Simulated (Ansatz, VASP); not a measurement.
**Two plane-wave programs on Ag**

```
Ag
1.0
     4.98342    0.00000    0.00000
    -2.49171    4.31577    0.00000
     0.00000    0.00000    2.98755
Ag
3
Cartesian
  2.4917 4.3158 0.0000
  0.0000 2.8772 1.4938
  2.4917 1.4386 1.4938
```

Alike in both runs: task single point; functional RPBE; k mesh 9 × 9 × 12; occupations fermi-dirac, width 0.1 eV; no spin polarisation.

|  | VASP | Ansatz |
| --- | --- | --- |
| version | VASP 6.6.1 | Ansatz 0.2.0 |
| potentials or method | VASP PAW PBE potentials, release 64 (Ag), cutoff 520 eV | plane waves (420 eV) with PAW, scalar-relativistic |
| valence electrons in the cell | 33 | 57 |

|  | VASP | Ansatz | Ansatz less VASP |
| --- | --- | --- | --- |
| pressure (GPa) | -5.7 | -5.7 | 0.00 |

VASP's potentials were made for PBE, not for RPBE. VASP's potentials hold 33 valence electrons a cell and Ansatz's 57, so a difference there can come from the potentials and not from the codes.
